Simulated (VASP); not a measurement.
Set up this calculation in VASP 6.6.1, as the native input.

* Task: single point
* Functional: PBE
* Potentials or basis: VASP PAW PBE potentials, release 64 (Al, Te, O)
* Cutoff: 520 eV
* k mesh: 4 × 4 × 4
* Occupations: gaussian, width 0.1 eV
* Spin: no spin polarisation
* Dipole correction: no
* Further INCAR settings: ALGO = Normal; EDIFF = 1e-07; NBANDS = 30

The structure of Al3TeO4 lies in POSCAR:

```
Al3TeO4
1.0
    4.8783681591      0.0000000000      0.0000000000
    0.0000000000      4.8783681591      0.0000000000
    0.0000000000      0.0000000000      4.8783681591
Al Te O
3 1 4
Direct
    0.5000000000      0.0000000000      0.0000000000
    0.0000000000      0.5000000000      0.0000000000
    0.0000000000      0.0000000000      0.5000000000
    0.0000000000      0.0000000000      0.0000000000
    0.0000000000      0.5000000000      0.5000000000
    0.5000000000      0.0000000000      0.5000000000
    0.5000000000      0.5000000000      0.0000000000
    0.5000000000      0.5000000000      0.5000000000
```

One way to write it, as run:

INCAR

```
SYSTEM = Al3TeO4
ALGO = Normal ; EDIFF = 1E-7
ENCUT = 520 ; GGA = PE
ISIF = 2 ; ISMEAR = 0
LASPH = .True. ; LCHARG = .False.
LREAL = .False. ; LWAVE = .False.
NBANDS = 30 ; NELM = 100
PREC = Accurate ; SIGMA = 0.1
```

KPOINTS

```
k-points
0
Gamma
  4 4 4
  0 0 0
```

Potentials or basis: VASP PAW PBE potentials, release 64 (Al, Te, O).

Command:

```sh
$ cat potpaw_PBE.64/Al/POTCAR potpaw_PBE.64/Te/POTCAR potpaw_PBE.64/O/POTCAR > POTCAR
$ mpirun -np 1 vasp_std > vasp.out
```

Results of the run:

```yaml
Pressure: -0.2 GPa
```

Caveat: an odd number of electrons without spin polarisation forces a metal; a magnetic or distorted state may lie lower.

Wall time 74 s on 1 thread of AMD EPYC 7R43 64-Core Processor (Zen 3), with other jobs on the host, peak memory 0.18 GiB.
